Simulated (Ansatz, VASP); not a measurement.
## Nb: VASP beside Ansatz

Contents of INCAR:

```
PREC = Accurate
ENCUT = 520
EDIFF = 1E-7
ISMEAR = -1
SIGMA = 0.05
LREAL = F
LASPH = T
NELM = 80
ALGO = Normal
ISIF = 2
LWAVE = F
LCHARG = F
LDIPOL = T
IDIPOL = 3
DIPOL = 0.5 0.5 0.500
GGA = PS
NBANDS = 40
```

File KPOINTS:

```
regular mesh
0
Gamma
  11 11 1
```

POSCAR

```
Nb
1.0
    3.2726221427      0.0000000000      0.0000000000
    0.0000000000      3.2726221427      0.0000000000
    0.0000000000      0.0000000000     22.5452000000
Nb
5
Direct
    0.0000000000      0.0000000000      0.3548417340
    0.5000000000      0.5000000000      0.4274208668
    0.0000000000      0.0000000000      0.5000000000
    0.5000000000      0.5000000000      0.5725791332
    0.0000000000      0.0000000000      0.6451582660
```

Input for Ansatz:

```yaml
crystal:
  lattice:
    - [3.2726221427, 0.0, 0.0]
    - [0.0, 3.2726221427, 0.0]
    - [0.0, 0.0, 22.5452]
  atoms:
    - { symbol: Nb, position: [0.0, 0.0, 0.354841734] }
    - { symbol: Nb, position: [0.5, 0.5, 0.4274208668] }
    - { symbol: Nb, position: [0.0, 0.0, 0.5] }
    - { symbol: Nb, position: [0.5, 0.5, 0.5725791332] }
    - { symbol: Nb, position: [0.0, 0.0, 0.645158266] }
kpoints:
  mp_grid: { grid: [11, 11, 1] }
scf:
  occupations: { method: fermi_dirac, width: 0.05 }
hamiltonian:
  xc: pbesol
  pseudopotentials: { kind: paw }
output:
  forces: true
  stress: true
  eigenvalues: true
  populations: true
efield:
  axis: 3
  amplitude: 0
  dipole_correction: true
```

Alike in both runs: task single point; functional PBEsol; k mesh 11 × 11 × 1; occupations fermi-dirac, width 0.05 eV; no spin polarisation.

```csv
,VASP,Ansatz
version,VASP 6.6.1,Ansatz 0.2.0
potentials or method,"VASP PAW PBE potentials, release 64 (Nb_sv)","PAW with Ansatz's default frozen-core files, scalar-relativistic"
plane-wave cutoff (eV),520,420
valence electrons in the cell,65,65
```

|  | VASP | Ansatz | Ansatz less VASP |
| --- | --- | --- | --- |
| rms of the force components (eV/Å) | 0.664 | 0.661 | -0.0026 |

VASP's potentials were made for PBE, not for PBEsol. Atom by atom the forces differ by 0.004 eV/Å (rms over components).
